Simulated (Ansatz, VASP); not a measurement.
**Two plane-wave programs on Ge**

INCAR

```
  PREC = Accurate
  ENCUT = 520
  EDIFF = 1E-6
  ISMEAR = -1
  SIGMA = 0.1
  LREAL = F
  LASPH = T
  NELM = 60
  ALGO = Normal
  ISIF = 2
  LWAVE = F
  LCHARG = T
  GGA = B5
  ALDAX = 1.0
  AGGAX = 1.0
  AGGAC = 1.0
  ALDAC = 0.0
  LELF = T
  LVHAR = T
  NBANDS = 13
```

KPOINTS

```
Automatic mesh
0
Gamma
  14 14 14
```

The input POSCAR:

```
Ge
1.0
   -1.7984842188      1.7984842188      1.7984842188
    1.7984842188     -1.7984842188      1.7984842188
    1.7984842188      1.7984842188     -1.7984842188
Ge
1
Direct
    0.0000000000      0.0000000000      0.0000000000
```

Input for Ansatz:

```yaml
crystal:
  lattice:
    - [-1.7984842188, 1.7984842188, 1.7984842188]
    - [1.7984842188, -1.7984842188, 1.7984842188]
    - [1.7984842188, 1.7984842188, -1.7984842188]
  atoms:
    - { symbol: Ge, position: [0.0, 0.0, 0.0] }
hamiltonian:
  xc: blyp
  pseudopotentials:
    kind: paw
    azcp:
      Ge: "pseudopotentials/Ge.paw.azcp"
basis:
  ecutwfc: 420
  fft_grid_basis: typed
kpoints:
  mp_grid: { grid: [14, 14, 14], shift: [0, 0, 0] }
magnetization:
  spin_polarized: false
scf:
  occupations: { method: fermi_dirac, width: 0.1 }
  lower_state_search: "off"
output:
  stress: true
  write_density: true
  write_potential: true
  elf: true
  volumetric_format: npy
```

Alike in both runs: task single point; functional BLYP; k mesh 14 × 14 × 14; occupations fermi-dirac, width 0.1 eV; no spin polarisation.

```csv
,VASP,Ansatz
version,VASP 6.6.1,Ansatz 0.2.0
potentials or method,"VASP PAW PBE potentials, release 64 (Ge_d), cutoff 520 eV","plane waves (420 eV) with PAW, scalar-relativistic"
valence electrons in the cell,14,14
```

```csv
,VASP,Ansatz,Ansatz less VASP
pressure (GPa),-3.3,-3.3,+0.06
```

VASP's potentials were made for PBE, not for BLYP. With one functional, cell and mesh, what is left measures potentials, basis and numerics.
